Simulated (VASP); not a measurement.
# Co2S (Fm-3m) in VASP: notebook

Co2S is run at these levels: PBE; tasks: single point, relaxation of cell and atoms.

Everything below comes from runs of VASP 6.6.1. Logs are shortened: lines on timing, memory, paths and dates and some standing lists are left out, and cuts for length are marked.

**1. The cell of the first run**

Symmetry: Fm-3m, No. 225, cubic system. Conventional cell: a = 5.139 Å, b = 5.139 Å, c = 5.139 Å, α = 90.00°, β = 90.00°, γ = 90.00°. Co (site symmetry -43m) has 4 S at 2.23 Å and 6 Co at 2.57 Å within 2.9 Å. Within 2.9 Å of S (site symmetry m-3m) lie 8 Co at 2.23 Å.

**2. Single point, PBE, collinear spin, ferromagnetic start**

The input, INCAR:

```
SYSTEM = Co2S
PREC = Accurate
ENCUT = 520
EDIFF = 1E-7
ISMEAR = 0
SIGMA = 0.1
LREAL = .FALSE.
LASPH = .TRUE.
NELM = 150
ALGO = Normal
ISIF = 2
LWAVE = .FALSE.
LCHARG = .FALSE.
ISPIN = 2
MAGMOM = 0.19 0.19 0
LORBIT = 11
LMAXMIX = 4
GGA = PE
NBANDS = 23
```

The input, KPOINTS:

```
regular mesh
0
G
  6 6 6
  0 0 0
```

The input, POSCAR:

```
Co2S
1.0
    0.0000000000      2.5692721738      2.5692721738
    2.5692721738      0.0000000000      2.5692721738
    2.5692721738      2.5692721738      0.0000000000
Co S
2 1
Direct
    0.2500000000      0.2500000000      0.2500000000
    0.7500000000      0.7500000000      0.7500000000
    0.0000000000      0.0000000000      0.0000000000
```

Potentials or basis: VASP PAW PBE potentials, release 64 (Co, S).

Launch:

```console
cat potpaw_PBE.64/Co/POTCAR potpaw_PBE.64/S/POTCAR > POTCAR
mpirun -np 1 vasp_std > vasp.out
```

OUTCAR:

```text
SYSTEM = Co2S
   PREC = Accurate
   ENCUT = 520
   EDIFF = 1E-7
   ISMEAR = 0
   LREAL = .FALSE.
   LASPH = .TRUE.
   NELM = 150
   ISIF = 2
   ISPIN = 2
   LORBIT = 11
   GGA = PE

 ion  position               nearest neighbor table
   1  0.250  0.250  0.250-   3 2.23   3 2.23   3 2.23   3 2.23   2 2.57   2 2.57   2 2.57   2 2.57
                             2 2.57   2 2.57
   2  0.750  0.750  0.750-   3 2.23   3 2.23   3 2.23   3 2.23   1 2.57   1 2.57   1 2.57   1 2.57
                             1 2.57   1 2.57
   3  0.000  0.000  0.000-   2 2.23   2 2.23   2 2.23   1 2.23   2 2.23   1 2.23   1 2.23   1 2.23

  LATTYP: Found a face centered cubic cell.
 ALAT       =     5.1385443476

  Lattice vectors:

 A1 = (   0.0000000000,   2.5692721738,   2.5692721738)
 A2 = (   2.5692721738,   0.0000000000,   2.5692721738)
 A3 = (   2.5692721738,   2.5692721738,   0.0000000000)

Analysis of symmetry for initial positions (statically):
=====================================================================
 Subroutine PRICEL returns:
 Original cell was already a primitive cell.

 Routine SETGRP: Setting up the symmetry group for a
 face centered cubic supercell.

 Subroutine GETGRP returns: Found 48 space group operations
 (whereof 48 operations were pure point group operations)
 out of a pool of 48 trial point group operations.

The static configuration has the point symmetry O_h .

Analysis of symmetry for dynamics (positions and initial velocities):
=====================================================================
 Subroutine PRICEL returns:
 Original cell was already a primitive cell.

 Routine SETGRP: Setting up the symmetry group for a
 face centered cubic supercell.

 Subroutine GETGRP returns: Found 48 space group operations
 (whereof 48 operations were pure point group operations)
 out of a pool of 48 trial point group operations.

The dynamic configuration has the point symmetry O_h .

Analysis of structural, dynamic, and magnetic symmetry:
=====================================================================
 Subroutine PRICEL returns:
 Original cell was already a primitive cell.

 Routine SETGRP: Setting up the symmetry group for a
 face centered cubic supercell.

 Subroutine GETGRP returns: Found 48 space group operations
 (whereof 48 operations were pure point group operations)
 out of a pool of 48 trial point group operations.

The overall configuration has the point symmetry O_h .

 Subroutine INISYM returns: Found 48 space group operations
 (whereof 48 operations are pure point group operations),
 and found     1 'primitive' translations

----------------------------------------------------------------------------------------

                                     Primitive cell

  volume of cell :      33.9204

  direct lattice vectors                    reciprocal lattice vectors
     0.000000000  2.569272174  2.569272174    -0.194607642  0.194607642  0.194607642
     2.569272174  0.000000000  2.569272174     0.194607642 -0.194607642  0.194607642
     2.569272174  2.569272174  0.000000000     0.194607642  0.194607642 -0.194607642

  length of vectors
     3.633499554  3.633499554  3.633499554     0.337070324  0.337070324  0.337070324

  position of ions in fractional coordinates (direct lattice)
     0.250000000  0.250000000  0.250000000
     0.750000000  0.750000000  0.750000000
     0.000000000  0.000000000  0.000000000

  ion indices of the primitive-cell ions
   primitive index   ion index
                 1           1
                 2           2
                 3           3

----------------------------------------------------------------------------------------

 KPOINTS: regular mesh

Automatic generation of k-mesh.
 Grid dimensions read from file:
 generate k-points for:    6    6    6

 Generating k-lattice:

  Cartesian coordinates                     Fractional coordinates (reciprocal lattice)
    -0.032434607  0.032434607  0.032434607     0.166666667  0.000000000  0.000000000
     0.032434607 -0.032434607  0.032434607     0.000000000  0.166666667  0.000000000
     0.032434607  0.032434607 -0.032434607     0.000000000  0.000000000  0.166666667

  Length of vectors
     0.056178387  0.056178387  0.056178387

  Shift w.r.t. Gamma in fractional coordinates (k-lattice)
     0.000000000  0.000000000  0.000000000

 Subroutine IBZKPT returns following result:
 ===========================================

 Found     16 irreducible k-points:

 Following reciprocal coordinates:
            Coordinates               Weight
  0.000000  0.000000  0.000000      1.000000
  0.166667  0.000000  0.000000      8.000000
  0.333333  0.000000  0.000000      8.000000
  0.500000  0.000000  0.000000      4.000000
  0.166667  0.166667  0.000000      6.000000
  0.333333  0.166667  0.000000     24.000000
[... 8 lines left out ...]
 -0.333333  0.333333  0.166667     24.000000
 -0.333333  0.500000  0.166667     12.000000
   k-points           NKPTS =     16   k-points in BZ     NKDIM =     16   number of bands    NBANDS=     23
   number of dos      NEDOS =    301   number of ions     NIONS =      3
   total plane-waves  NPLWV =  21952
   dimension x,y,z NGX =    28 NGY =   28 NGZ =   28
   dimension x,y,z NGXF=    56 NGYF=   56 NGZF=   56
   ions per type =               2   1
   NGX,Y,Z   is equivalent  to a cutoff of  12.81, 12.81, 12.81 a.u.
   NGXF,Y,Z  is equivalent  to a cutoff of  25.62, 25.62, 25.62 a.u.
 SYSTEM =  Co2S
   PREC   = accura    normal or accurate (medium, high low for compatibility)
   ISTART =      0    job   : 0-new  1-cont  2-samecut
   ICHARG =      2    charge: 1-file 2-atom 10-const
   ISPIN  =      2    spin polarized calculation?
   LNONCOLLINEAR =      F non collinear calculations
   LSORBIT =      F    spin-orbit coupling
   LASPH  =      T    aspherical Exc in radial PAW
   ENCUT  =  520.0 eV  38.22 Ry    6.18 a.u.   6.76  6.76  6.76*2*pi/ulx,y,z
   NELM   =    150;   NELMIN=  2; NELMDL= -5     # of ELM steps
   EDIFF  = 0.1E-06   stopping-criterion for ELM
   LREAL  =      F    real-space projection
   EDIFFG = 0.1E-05   stopping-criterion for IOM
   NSW    =      0    number of steps for IOM
   IBRION =     -1    ionic relax: 0-MD 1-quasi-New 2-CG
   NFREE  =      0    steps in history (QN), initial steepest desc. (CG)
   ISIF   =      2    stress and relaxation
   ISYM   =      2    0-nonsym 1-usesym 2-fastsym
   POTIM  = 0.5000    time-step for ionic-motion
   TEBEG  =    0.0;   TEEND  =   0.0 temperature during run
   PSTRESS=    0.0 pullay stress
   NELECT =      24.0000    total number of electrons
   NUPDOWN=      -1.0000    fix difference up-down
   EMIN   =  10.00;   EMAX   =-10.00  energy-range for DOS
   EFERMI =   0.00;   METHOD = LEGACY
   ISMEAR =     0;   SIGMA  =   0.10  broadening in eV -4-tet -1-fermi 0-gaus
   EFERMI_NEDOS =   21; number of points for ismear=-14 and -15
   IALGO  =     38    algorithm
   IMIX   =      4    mixing-type and parameters
     AMIX     =   0.40;   BMIX     =  1.00
     AMIX_MAG =   1.60;   BMIX_MAG =  1.00
  volume/ion in A,a.u.               =      11.31        76.30
  Fermi-wavevector in a.u.,A,eV,Ry     =   1.458787  2.756707 28.953996  2.128059
  Thomas-Fermi vector in A             =   2.575430
   LORBIT       =     11    0 simple, 1 ext, 2 COOP (PROOUT), +10 PAW based schemes
   GGA     = PE    functional components
   LHFCALC =     F    Hartree Fock is set to
   AEXX    =    0.0000 exact exchange contribution
   IVDW    =     0    specifies the selected vdW correction
   LEPSILON=     F    determine dielectric tensor
   LRPA    =     F    only Hartree local field effects (RPA)
 spin polarized calculation
 Gauss-broadening in eV      SIGMA  =   0.10
  energy-cutoff  :      520.00
  volume of cell :       33.92
 maximum number of plane-waves:       941
   NGX = 13   NGY = 13   NGZ = 13

 number of electron      23.9999984 magnetization       0.2944650

 Free energy of the ion-electron system (eV)
  ---------------------------------------------------
  ext. energy  EPLUGINS =         0.00000000
  ---------------------------------------------------
  free energy    TOTEN  =       -18.83918804 eV

  energy without entropy =      -18.82610152  energy(sigma->0) =      -18.83264478

 E-fermi :  11.4767     XC(G=0): -12.8006

 val. band max:       11.4664440832   @ k =   0.5000   0.3333   0.0000
 cond. band min:      11.4835354934   @ k =   0.5000   0.3333   0.0000
 fundamental gap:      0.0170914102
 Fermi energy:        11.4767485769

 spin component 1

 k-point     1 :       0.0000    0.0000    0.0000
  band No.  band energies     occupation
      1      -5.7333      1.00000
      2       4.3743      1.00000
      3       4.3743      1.00000
      4       4.3743      1.00000
      5       7.4702      1.00000
      6       7.4702      1.00000
[... 15 lines left out ...]
     22      24.2980      0.00000
     23      24.2980      0.00000

 k-point     2 :       0.1667    0.0000    0.0000
  band No.  band energies     occupation
      1      -5.4788      1.00000
      2       3.8856      1.00000
      3       4.4764      1.00000
      4       4.4764      1.00000
      5       7.6397      1.00000
      6       7.6397      1.00000
[... 15 lines left out ...]
     22      26.6304      0.00000
     23      26.6304      0.00000

 k-point     3 :       0.3333    0.0000    0.0000
  band No.  band energies     occupation
      1      -4.8994      1.00000
      2       2.9729      1.00000
      3       4.6911      1.00000
      4       4.6911      1.00000
      5       8.1391      1.00000
      6       8.1391      1.00000
[... 15 lines left out ...]
     22      28.9004      0.00000
     23      28.9099      0.00000
[... 287 lines left out ...]
 k-point    15 :      -0.3333    0.3333    0.1667
  band No.  band energies     occupation
      1      -4.2793      1.00000
      2       3.1581      1.00000
      3       3.7676      1.00000
      4       4.9014      1.00000
      5       7.7568      1.00000
      6       8.4356      1.00000
[... 15 lines left out ...]
     22      27.1513      0.00000
     23      27.5575      0.00000

 k-point    16 :      -0.3333    0.5000    0.1667
  band No.  band energies     occupation
      1      -4.1779      1.00000
      2       2.8611      1.00000
      3       4.1447      1.00000
      4       4.9396      1.00000
      5       7.4733      1.00000
      6       8.1676      1.00000
[... 15 lines left out ...]
     22      24.5658      0.00000
     23      27.5159      0.00000
 Fermi energy:        11.4767485769

 spin component 2

 k-point     1 :       0.0000    0.0000    0.0000
  band No.  band energies     occupation
      1      -5.7345      1.00000
      2       4.3956      1.00000
      3       4.3956      1.00000
      4       4.3956      1.00000
      5       7.6741      1.00000
      6       7.6741      1.00000
[... 15 lines left out ...]
     22      24.2916      0.00000
     23      24.2916      0.00000

 k-point     2 :       0.1667    0.0000    0.0000
  band No.  band energies     occupation
      1      -5.4796      1.00000
      2       3.8987      1.00000
      3       4.4991      1.00000
      4       4.4991      1.00000
      5       7.8379      1.00000
      6       7.8380      1.00000
[... 15 lines left out ...]
     22      26.6339      0.00000
     23      26.6339      0.00000

 k-point     3 :       0.3333    0.0000    0.0000
  band No.  band energies     occupation
      1      -4.8989      1.00000
      2       2.9734      1.00000
      3       4.7167      1.00000
      4       4.7167      1.00000
      5       8.3239      1.00000
      6       8.3239      1.00000
[... 15 lines left out ...]
     22      28.9055      0.00000
     23      28.9057      0.00000
[... 287 lines left out ...]
 k-point    15 :      -0.3333    0.3333    0.1667
  band No.  band energies     occupation
      1      -4.2772      1.00000
      2       3.1630      1.00000
      3       3.7841      1.00000
      4       4.9141      1.00000
      5       7.8119      1.00000
      6       8.6385      1.00000
[... 15 lines left out ...]
     22      27.1620      0.00000
     23      27.5604      0.00000

 k-point    16 :      -0.3333    0.5000    0.1667
  band No.  band energies     occupation
      1      -4.1755      1.00000
      2       2.8756      1.00000
      3       4.1571      1.00000
      4       4.9405      1.00000
      5       7.5090      1.00000
      6       8.3452      1.00000
[... 15 lines left out ...]
     22      24.5615      0.00000
     23      27.5019      0.00000

------------------------ aborting loop because EDIFF is reached ----------------------------------------

  FORCE on cell =-STRESS in cart. coord.  units (eV):
  Direction    XX          YY          ZZ          XY          YZ          ZX
  --------------------------------------------------------------------------------------
  -------------------------------------------------------------------------------------
  Total        0.0314792      0.0314792      0.0314792     -0.0000000      0.0000000      0.0000000
  in kB        1.4868726      1.4868726      1.4868726     -0.0000000      0.0000000      0.0000000
  external PRESSURE =       1.4868726 kB  Pullay stress =       0.0000000 kB

 VOLUME and BASIS-vectors are now :
 -----------------------------------------------------------------------------
  energy-cutoff  :      520.00
  volume of cell :       33.92
      direct lattice vectors                 reciprocal lattice vectors
     0.000000000  2.569272174  2.569272174    -0.194607642  0.194607642  0.194607642
     2.569272174  0.000000000  2.569272174     0.194607642 -0.194607642  0.194607642
     2.569272174  2.569272174  0.000000000     0.194607642  0.194607642 -0.194607642

 POSITION                                       TOTAL-FORCE (eV/Angst)
 -----------------------------------------------------------------------------------
      1.28464      1.28464      1.28464        -0.000000     -0.000000      0.000000
      3.85391      3.85391      3.85391         0.000000      0.000000     -0.000000
      0.00000      0.00000      0.00000         0.000000     -0.000000     -0.000000
 -----------------------------------------------------------------------------------
    total drift:                                0.000000      0.000000      0.000000

  FREE ENERGIE OF THE ION-ELECTRON SYSTEM (eV)
  ---------------------------------------------------
  free  energy   TOTEN  =       -18.8391880412 eV

  energy  without entropy=      -18.8261015224  energy(sigma->0) =      -18.83264478

 total charge

# of ion       s       p       d       tot
------------------------------------------
    1        0.403   0.553   7.575   8.532
    2        0.403   0.553   7.575   8.532
    3        1.280   2.321   0.000   3.600
--------------------------------------------------
tot          2.086   3.427  15.151  20.664

 magnetization (x)

# of ion       s       p       d       tot
------------------------------------------
    1       -0.001  -0.004   0.157   0.151
    2       -0.001  -0.004   0.157   0.151
    3        0.001   0.007   0.000   0.008
--------------------------------------------------
tot         -0.001  -0.002   0.313   0.311
```

Wall time 58 s (1 thread of AMD EPYC 7R13, shared host); peak memory 0.15 GiB.

What came out:

```
Free energy                                           : -18.8392 eV
Pressure                                              : 0.1 GPa
Net moment                                            : 0.29 μB per cell
Site moments                                          : Co +0.15; S +0.01 μB
Valence electrons inside the program's atomic spheres : Co 8.53; S 3.60
```

With open d or f shells a metallic result of PBE can be an artefact of self-interaction; +U or a hybrid may open a gap.

**3. Relaxation of cell and atoms, PBE, collinear spin, ferromagnetic start**

This run uses another cell than the first one, of 13.41 Å³/atom.

The input, INCAR:

```
SYSTEM = Co2S
PREC     = Accurate       ! precision mode
ENCUT    = 600            ! plane-wave cutoff, eV
EDIFF    = 1E-6           ! SCF threshold, eV
ISMEAR   = 0              ! smearing method
SIGMA    = 0.1            ! smearing width, eV
LREAL    = .FALSE.        ! projectors in reciprocal space
LASPH    = .TRUE.         ! aspherical terms in the spheres
NELM     = 150            ! most SCF steps
ALGO     = Normal         ! electronic algorithm
ISIF     = 3              ! what is computed and relaxed
LWAVE    = .FALSE.        ! write WAVECAR
LCHARG   = .FALSE.        ! write CHGCAR
ISPIN    = 2              ! spin polarisation
MAGMOM   = 0.19 0.19 0    ! initial moments
LORBIT   = 11             ! projections on sites
LMAXMIX  = 4              ! l up to which the mixer works
GGA      = PE             ! functional
IBRION   = 2              ! ionic algorithm
NSW      = 90             ! ionic steps
EDIFFG   = -0.04          ! ionic threshold
```

The input, KPOINTS:

```
Automatic mesh
0
G
  6 6 6
  0 0 0
```

The input, POSCAR:

```
Co2S
1.0
    0.0000000000      2.7198096877      2.7198096877
    2.7198096877      0.0000000000      2.7198096877
    2.7198096877      2.7198096877      0.0000000000
Co S
2 1
Direct
    0.2500000000      0.2500000000      0.2500000000
    0.7500000000      0.7500000000      0.7500000000
    0.0000000000      0.0000000000      0.0000000000
```

Potentials or basis: VASP PAW PBE potentials, release 64 (Co, S).

Launch:

```console
cat potpaw_PBE.64/Co/POTCAR potpaw_PBE.64/S/POTCAR > POTCAR
mpirun -np 1 vasp_std > vasp.out
```

Wall time 2.9 min (1 thread of AMD EPYC 7R13, shared host); peak memory 0.18 GiB.

It converged, with:

- Free energy: -18.8415 eV
- Relaxed volume: 11.34 Å³/atom
- Relaxed cell: a = 3.638 Å, b = 3.638 Å, c = 3.638 Å, α = 60.00°, β = 60.00°, γ = 60.00°
- Space group after relaxing (to 0.1 Å): Fm-3m (No. 225)
- Energy gained by relaxing: 178.6 meV/atom
- Ionic steps: 3
- Pressure after relaxing: -0.5 GPa
- Net moment: -0.30 μB per cell
- Site moments: Co -0.15; S -0.01 μB
- Valence electrons inside the program's atomic spheres: Co 8.52; S 3.60

The path:
| step | energy change (eV) | largest force (eV/Å) | pressure (GPa) | volume (Å³) |
| --- | --- | --- | --- | --- |
| 1 | 0.0000 | 0.0000 | -22.87 | 40.24 |
| 2 | -0.1773 | 0.0000 | 33.65 | 30.09 |
| 3 | -0.5359 | 0.0000 | -0.52 | 34.03 |

Final structure:
```cif
data_structure
_symmetry_space_group_name_H-M 'P 1'
_symmetry_Int_Tables_number 1
_cell_length_a 3.6375
_cell_length_b 3.6375
_cell_length_c 3.6375
_cell_angle_alpha 60.000
_cell_angle_beta 60.000
_cell_angle_gamma 60.000
_cell_volume 34.03
loop_
_atom_site_label
_atom_site_type_symbol
_atom_site_fract_x
_atom_site_fract_y
_atom_site_fract_z
_atom_site_occupancy
Co1 Co 0.25000 0.25000 0.25000 1
Co2 Co 0.75000 0.75000 0.75000 1
S1 S 0.00000 0.00000 0.00000 1
```

Levels at points of the mesh, in eV from the Fermi level:
Spin up:
```csv
k point,band 10,band 11,band 12,band 13,band 14,band 15
"(0.00, 0.00, 0.00)",0.10,0.10,0.50,1.90,1.90,1.90
"(0.50, 0.00, 0.00)",-1.77,-1.77,-1.70,1.47,1.47,2.85
"(0.50, 0.50, 0.00)",-1.17,-1.17,-0.70,0.05,0.21,3.53
```
Spin down:
| k point | band 8 | band 9 | band 10 | band 11 | band 12 | band 13 | band 14 | band 15 | band 16 |
| --- | --- | --- | --- | --- | --- | --- | --- | --- | --- |
| (0.00, 0.00, 0.00) | -1.04 | -1.04 | -0.20 | -0.20 | 0.51 | 1.83 | 1.83 | 1.83 | 4.18 |
| (0.50, 0.00, 0.00) | -2.13 | -2.13 | -1.98 | -1.98 | -1.77 | 1.36 | 1.36 | 2.82 | 5.91 |
| (0.50, 0.50, 0.00) | -1.92 | -1.92 | -1.24 | -1.24 | -0.80 | -0.25 | -0.06 | 3.49 | 4.43 |

Caveat: the volume moved by over 15 % at a fixed basis, so the end points are rough. With open d or f shells a metallic result of PBE can be an artefact of self-interaction; +U or a hybrid may open a gap.
